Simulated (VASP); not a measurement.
# TiB2 (P6/mmm) in VASP: a series of runs

The runs below take TiB2 through single point, with PBEsol, RPBE, r2SCAN.

Program: VASP 6.6.1. These are calculated values, not measurements. Logs are shortened: lines on timing, memory, paths and dates and some standing lists are left out, and cuts for length are marked.

### 1 The cell of the first run

Symmetry: P6/mmm, No. 191, hexagonal system. Conventional cell: a = 3.029 Å, b = 3.029 Å, c = 3.228 Å, α = 90.00°, β = 90.00°, γ = 120.00°. Ti (site symmetry 6/mmm) has 12 B at 2.38 Å and 6 Ti at 3.03 Å within 3.1 Å. Within 2.3 Å of B (site symmetry -6m2) lie 3 B at 1.75 Å.

### 2 Single point, PBEsol

INCAR

```
PREC     = Accurate       # precision mode
ENCUT    = 520            # plane-wave cutoff, eV
EDIFF    = 1E-7           # SCF threshold, eV
ISMEAR   = -1             # smearing method
SIGMA    = 0.05           # smearing width, eV
LREAL    = F              # projectors in reciprocal space
LASPH    = T              # aspherical terms in the spheres
NELM     = 80             # most SCF steps
ALGO     = Normal         # electronic algorithm
ISIF     = 2              # what is computed and relaxed
LWAVE    = F              # write WAVECAR
LCHARG   = F              # write CHGCAR
GGA      = PS             # functional
NBANDS   = 16             # bands
```

KPOINTS

```
regular mesh
0
Gamma
  6 6 5
```

POSCAR

```
TiB2
1.0
    3.0292000000      0.0000000000      0.0000000000
   -1.5146000000      2.6233641531      0.0000000000
    0.0000000000      0.0000000000      3.2284000000
Ti B
1 2
Direct
    0.0000000000      0.0000000000      0.0000000000
    0.6666666667      0.3333333333      0.5000000000
    0.3333333333      0.6666666667      0.5000000000
```

Potentials or basis: VASP PAW PBE potentials, release 64 (Ti_sv, B).

Started as:

```bash
cat potpaw_PBE.64/Ti_sv/POTCAR potpaw_PBE.64/B/POTCAR > POTCAR
mpirun -np 1 vasp_std > vasp.out
```

OUTCAR:

```text
PREC = Accurate
   ENCUT = 520
   EDIFF = 1E-7
   ISMEAR = -1
   LREAL = F
   LASPH = T
   NELM = 80
   ISIF = 2
   GGA = PS

 ion  position               nearest neighbor table
   1  0.000  0.000  0.000-   2 2.38   3 2.38   2 2.38   3 2.38   3 2.38   3 2.38   2 2.38   2 2.38
                             2 2.38   2 2.38   3 2.38   3 2.38
   2  0.667  0.333  0.500-   3 1.75   3 1.75   3 1.75   1 2.38   1 2.38   1 2.38   1 2.38   1 2.38
                             1 2.38
   3  0.333  0.667  0.500-   2 1.75   2 1.75   2 1.75   1 2.38   1 2.38   1 2.38   1 2.38   1 2.38
                             1 2.38

  LATTYP: Found a hexagonal cell.
 ALAT       =     3.0292000000
 C/A-ratio  =     1.0657599366

  Lattice vectors:

 A1 = (   3.0292000000,   0.0000000000,   0.0000000000)
 A2 = (  -1.5146000000,   2.6233641531,   0.0000000000)
 A3 = (   0.0000000000,   0.0000000000,   3.2284000000)

Analysis of symmetry for initial positions (statically):
=====================================================================
 Subroutine PRICEL returns:
 Original cell was already a primitive cell.

 Routine SETGRP: Setting up the symmetry group for a
 hexagonal supercell.

 Subroutine GETGRP returns: Found 24 space group operations
 (whereof 24 operations were pure point group operations)
 out of a pool of 24 trial point group operations.

The static configuration has the point symmetry D_6h.

Analysis of symmetry for dynamics (positions and initial velocities):
=====================================================================
 Subroutine PRICEL returns:
 Original cell was already a primitive cell.

 Routine SETGRP: Setting up the symmetry group for a
 hexagonal supercell.

 Subroutine GETGRP returns: Found 24 space group operations
 (whereof 24 operations were pure point group operations)
 out of a pool of 24 trial point group operations.

The dynamic configuration has the point symmetry D_6h.

 Subroutine INISYM returns: Found 24 space group operations
 (whereof 24 operations are pure point group operations),
 and found     1 'primitive' translations

----------------------------------------------------------------------------------------

                                     Primitive cell

  volume of cell :      25.6551

  direct lattice vectors                    reciprocal lattice vectors
     3.029200000  0.000000000  0.000000000     0.330120164  0.190594965  0.000000000
    -1.514600000  2.623364153  0.000000000     0.000000000  0.381189931  0.000000000
     0.000000000  0.000000000  3.228400000     0.000000000  0.000000000  0.309750960

  length of vectors
     3.029200000  3.029200000  3.228400000     0.381189931  0.381189931  0.309750960

  position of ions in fractional coordinates (direct lattice)
     0.000000000  0.000000000  0.000000000
     0.666666667  0.333333333  0.500000000
     0.333333333  0.666666667  0.500000000

  ion indices of the primitive-cell ions
   primitive index   ion index
                 1           1
                 2           2
                 3           3

----------------------------------------------------------------------------------------

 KPOINTS: regular mesh

Automatic generation of k-mesh.
 Grid dimensions read from file:
 generate k-points for:    6    6    5

 Generating k-lattice:

  Cartesian coordinates                     Fractional coordinates (reciprocal lattice)
     0.055020027  0.031765828  0.000000000     0.166666667  0.000000000  0.000000000
     0.000000000  0.063531655  0.000000000     0.000000000  0.166666667  0.000000000
     0.000000000  0.000000000  0.061950192     0.000000000  0.000000000  0.200000000

  Length of vectors
     0.063531655  0.063531655  0.061950192

  Shift w.r.t. Gamma in fractional coordinates (k-lattice)
     0.000000000  0.000000000  0.000000000

 Subroutine IBZKPT returns following result:
 ===========================================

 Found     21 irreducible k-points:

 Following reciprocal coordinates:
            Coordinates               Weight
  0.000000  0.000000  0.000000      1.000000
  0.166667 -0.000000  0.000000      6.000000
  0.333333 -0.000000  0.000000      6.000000
  0.500000 -0.000000  0.000000      3.000000
  0.166667  0.166667  0.000000      6.000000
  0.333333  0.166667  0.000000     12.000000
[... 13 lines left out ...]
  0.333333  0.166667  0.400000     24.000000
  0.333333  0.333333  0.400000      4.000000
   k-points           NKPTS =     21   k-points in BZ     NKDIM =     21   number of bands    NBANDS=     16
   number of dos      NEDOS =    301   number of ions     NIONS =      3
   total plane-waves  NPLWV =  13824
   dimension x,y,z NGX =    24 NGY =   24 NGZ =   24
   dimension x,y,z NGXF=    48 NGYF=   48 NGZF=   48
   ions per type =               1   2
   NGX,Y,Z   is equivalent  to a cutoff of  13.17, 13.17, 12.36 a.u.
   NGXF,Y,Z  is equivalent  to a cutoff of  26.34, 26.34, 24.72 a.u.
 SYSTEM =  unknown system
   PREC   = accura    normal or accurate (medium, high low for compatibility)
   ISTART =      0    job   : 0-new  1-cont  2-samecut
   ICHARG =      2    charge: 1-file 2-atom 10-const
   ISPIN  =      1    spin polarized calculation?
   LNONCOLLINEAR =      F non collinear calculations
   LSORBIT =      F    spin-orbit coupling
   LASPH  =      T    aspherical Exc in radial PAW
   ENCUT  =  520.0 eV  38.22 Ry    6.18 a.u.   5.63  5.63  6.00*2*pi/ulx,y,z
   NELM   =     80;   NELMIN=  2; NELMDL= -5     # of ELM steps
   EDIFF  = 0.1E-06   stopping-criterion for ELM
   LREAL  =      F    real-space projection
   EDIFFG = 0.1E-05   stopping-criterion for IOM
   NSW    =      0    number of steps for IOM
   IBRION =     -1    ionic relax: 0-MD 1-quasi-New 2-CG
   NFREE  =      0    steps in history (QN), initial steepest desc. (CG)
   ISIF   =      2    stress and relaxation
   ISYM   =      2    0-nonsym 1-usesym 2-fastsym
   POTIM  = 0.5000    time-step for ionic-motion
   TEBEG  =    0.0;   TEEND  =   0.0 temperature during run
   PSTRESS=    0.0 pullay stress
   NELECT =      18.0000    total number of electrons
   NUPDOWN=      -1.0000    fix difference up-down
   EMIN   =  10.00;   EMAX   =-10.00  energy-range for DOS
   EFERMI =   0.00;   METHOD = LEGACY
   ISMEAR =    -1;   SIGMA  =   0.05  broadening in eV -4-tet -1-fermi 0-gaus
   EFERMI_NEDOS =   21; number of points for ismear=-14 and -15
   IALGO  =     38    algorithm
   IMIX   =      4    mixing-type and parameters
     AMIX     =   0.40;   BMIX     =  1.00
     AMIX_MAG =   1.60;   BMIX_MAG =  1.00
  volume/ion in A,a.u.               =       8.55        57.71
  Fermi-wavevector in a.u.,A,eV,Ry     =   1.454703  2.748990 28.792122  2.116161
  Thomas-Fermi vector in A             =   2.571823
   LORBIT       =      0    0 simple, 1 ext, 2 COOP (PROOUT), +10 PAW based schemes
   GGA     = PS    functional components
   LHFCALC =     F    Hartree Fock is set to
   AEXX    =    0.0000 exact exchange contribution
   IVDW    =     0    specifies the selected vdW correction
   LEPSILON=     F    determine dielectric tensor
   LRPA    =     F    only Hartree local field effects (RPA)
 non-spin polarized calculation
  energy-cutoff  :      520.00
  volume of cell :       25.66
 maximum number of plane-waves:       721
 NGX is ok and might be reduce to    24
   NGX = 11   NGY = 11   NGZ = 13

 number of electron      18.0000002 magnetization

 Free energy of the ion-electron system (eV)
  ---------------------------------------------------
  ext. energy  EPLUGINS =         0.00000000
  ---------------------------------------------------
  free energy    TOTEN  =       -25.74629383 eV

  energy without entropy =      -25.74010883  energy(sigma->0) =      -25.74320133

 E-fermi :   9.7843     XC(G=0): -12.8722

 val. band max:        9.4584240293   @ k =   0.3333   0.1667   0.0000
 cond. band min:       9.8253520271   @ k =   0.0000   0.0000   0.2000
 fundamental gap:      0.3669279978
 Fermi energy:         9.7842577605

 k-point     1 :       0.0000    0.0000    0.0000
  band No.  band energies     occupation
      1     -46.7913      2.00000
      2     -23.2723      2.00000
      3     -22.9192      2.00000
      4     -22.9192      2.00000
      5      -3.5660      2.00000
      6       7.3170      2.00000
[... 8 lines left out ...]
     15      15.6663      0.00000
     16      16.8857      0.00000

 k-point     2 :       0.1667   -0.0000    0.0000
  band No.  band energies     occupation
      1     -46.7774      2.00000
      2     -23.2547      2.00000
      3     -23.0247      2.00000
      4     -22.9431      2.00000
      5      -3.0384      2.00000
      6       5.9497      2.00000
[... 8 lines left out ...]
     15      18.1109      0.00000
     16      18.1701      0.00000

 k-point     3 :       0.3333   -0.0000    0.0000
  band No.  band energies     occupation
      1     -46.7494      2.00000
      2     -23.2309      2.00000
      3     -23.2193      2.00000
      4     -22.9908      2.00000
      5      -1.5626      2.00000
      6       3.2913      2.00000
[... 8 lines left out ...]
     15      17.2833      0.00000
     16      18.8520      0.00000

 k-point     4 :       0.5000   -0.0000    0.0000
  band No.  band energies     occupation
      1     -46.7354      2.00000
      2     -23.3317      2.00000
      3     -23.2016      2.00000
      4     -23.0144      2.00000
      5       0.5470      2.00000
      6       0.7249      2.00000
[... 8 lines left out ...]
     15      17.4070      0.00000
     16      18.1357      0.00000

 k-point     5 :       0.1667    0.1667    0.0000
  band No.  band energies     occupation
      1     -46.7564      2.00000
      2     -23.2282      2.00000
      3     -23.1601      2.00000
      4     -22.9993      2.00000
      5      -2.0358      2.00000
      6       4.4610      2.00000
[... 8 lines left out ...]
     15      18.0961      0.00000
     16      18.9674      0.00000

 k-point     6 :       0.3333    0.1667    0.0000
  band No.  band energies     occupation
      1     -46.7354      2.00000
      2     -23.2790      2.00000
      3     -23.2017      2.00000
      4     -23.0692      2.00000
      5      -0.1982      2.00000
      6       2.1885      2.00000
[... 8 lines left out ...]
     15      18.2862      0.00000
     16      19.4332      0.00000
[... 210 lines left out ...]
 k-point    18 :       0.5000   -0.0000    0.4000
  band No.  band energies     occupation
      1     -46.7225      2.00000
      2     -23.3633      2.00000
      3     -23.3019      2.00000
      4     -22.9941      2.00000
      5       0.2405      2.00000
      6       2.1253      2.00000
[... 8 lines left out ...]
     15      16.3599      0.00000
     16      21.7581      0.00000

 k-point    19 :       0.1667    0.1667    0.4000
  band No.  band energies     occupation
      1     -46.7432      2.00000
      2     -23.3987      2.00000
      3     -23.1361      2.00000
      4     -22.9803      2.00000
      5      -0.9798      2.00000
      6       4.3657      2.00000
[... 8 lines left out ...]
     15      18.3130      0.00000
     16      19.7338      0.00000

 k-point    20 :       0.3333    0.1667    0.4000
  band No.  band energies     occupation
      1     -46.7225      2.00000
      2     -23.3634      2.00000
      3     -23.2507      2.00000
      4     -23.0472      2.00000
      5       0.1437      2.00000
      6       2.6081      2.00000
[... 8 lines left out ...]
     15      18.0283      0.00000
     16      19.0323      0.00000

 k-point    21 :       0.3333    0.3333    0.4000
  band No.  band energies     occupation
      1     -46.7156      2.00000
      2     -23.3516      2.00000
      3     -23.1798      2.00000
      4     -23.1798      2.00000
      5       1.3994      2.00000
      6       1.3994      2.00000
[... 8 lines left out ...]
     15      17.1390      0.00000
     16      21.2109      0.00000

------------------------ aborting loop because EDIFF is reached ----------------------------------------

  FORCE on cell =-STRESS in cart. coord.  units (eV):
  Direction    XX          YY          ZZ          XY          YZ          ZX
  --------------------------------------------------------------------------------------
  -------------------------------------------------------------------------------------
  Total       -0.4483512     -0.4483512     -1.2960428      0.0000000     -0.0000000     -0.0000000
  in kB      -27.9998063    -27.9998063    -80.9386718      0.0000000     -0.0000000     -0.0000000
  external PRESSURE =     -45.6460948 kB  Pullay stress =       0.0000000 kB

 VOLUME and BASIS-vectors are now :
 -----------------------------------------------------------------------------
  energy-cutoff  :      520.00
  volume of cell :       25.66
      direct lattice vectors                 reciprocal lattice vectors
     3.029200000  0.000000000  0.000000000     0.330120164  0.190594965  0.000000000
    -1.514600000  2.623364153  0.000000000     0.000000000  0.381189931  0.000000000
     0.000000000  0.000000000  3.228400000     0.000000000  0.000000000  0.309750960

 POSITION                                       TOTAL-FORCE (eV/Angst)
 -----------------------------------------------------------------------------------
      0.00000      0.00000      0.00000        -0.000000      0.000000      0.000000
      1.51460      0.87445      1.61420         0.000000      0.000000      0.000000
     -0.00000      1.74891      1.61420        -0.000000      0.000000      0.000000
 -----------------------------------------------------------------------------------
    total drift:                               -0.000000      0.000000      0.000000

  FREE ENERGIE OF THE ION-ELECTRON SYSTEM (eV)
  ---------------------------------------------------
  free  energy   TOTEN  =       -25.7462938291 eV

  energy  without entropy=      -25.7401088280  energy(sigma->0) =      -25.74320133
```

Run time: 18 s. Hardware: 1 thread of AMD EPYC 7R13, shared host; peak memory 0.11 GiB.

What came out:

```
Free energy            : -25.7463 eV
Pressure               : -4.6 GPa
Band gap on the k mesh : zero (filled and empty bands touch)
```

Caveat: the k points lie up to 0.40 Å⁻¹ apart; the PAW data sets were made with another functional, which shifts forces and pressure a little.

### 3 Single point, RPBE

INCAR

```
SYSTEM = TiB2
PREC     = Accurate       ! precision mode
ENCUT    = 520            ! plane-wave cutoff, eV
EDIFF    = 1E-6           ! SCF threshold, eV
ISMEAR   = -1             ! smearing method
SIGMA    = 0.05           ! smearing width, eV
LREAL    = .FALSE.        ! projectors in reciprocal space
LASPH    = .TRUE.         ! aspherical terms in the spheres
NELM     = 100            ! most SCF steps
ALGO     = Normal         ! electronic algorithm
ISIF     = 2              ! what is computed and relaxed
LWAVE    = .FALSE.        ! write WAVECAR
LCHARG   = .TRUE.         ! write CHGCAR
GGA      = RP             ! functional
LELF     = .TRUE.         ! ELF
LVHAR    = .TRUE.       
NBANDS   = 16             ! bands
```

KPOINTS

```
Automatic mesh
0
G
  6 6 5
  0 0 0
```

POSCAR is that of step 2.

Potentials or basis: VASP PAW PBE potentials, release 64 (Ti_sv, B).

Started as:

```bash
cat potpaw_PBE.64/Ti_sv/POTCAR potpaw_PBE.64/B/POTCAR > POTCAR
mpirun -np 1 vasp_std > vasp.out
```

Run time: 20 s. Hardware: 1 thread of AMD EPYC 7R13, shared host; peak memory 0.11 GiB.

The run converged. Its results:

| Item | Value |
| --- | --- |
| Free energy | -23.2848 eV |
| Pressure | 5.2 GPa |
| Band gap on the k mesh | zero (filled and empty bands touch) |

Stress tensor (GPa, compression positive):
```
6.40 0.00 0.00
0.00 6.40 0.00
0.00 0.00 2.77
```

Levels at points of the mesh, in eV from the Fermi level:
```
           k point  band 7  band 8  band 9  band 10  band 11  band 12
(0.00, 0.00, 0.00)   -2.48   -2.23   -2.00     2.01     2.01     3.79
(0.50, 0.00, 0.00)   -3.17   -3.11   -2.15     1.45     2.88     3.34
```

Caveat: the k points lie up to 0.40 Å⁻¹ apart; the PAW data sets were made with another functional, which shifts forces and pressure a little.

(Part 1 of 2 ends here.)
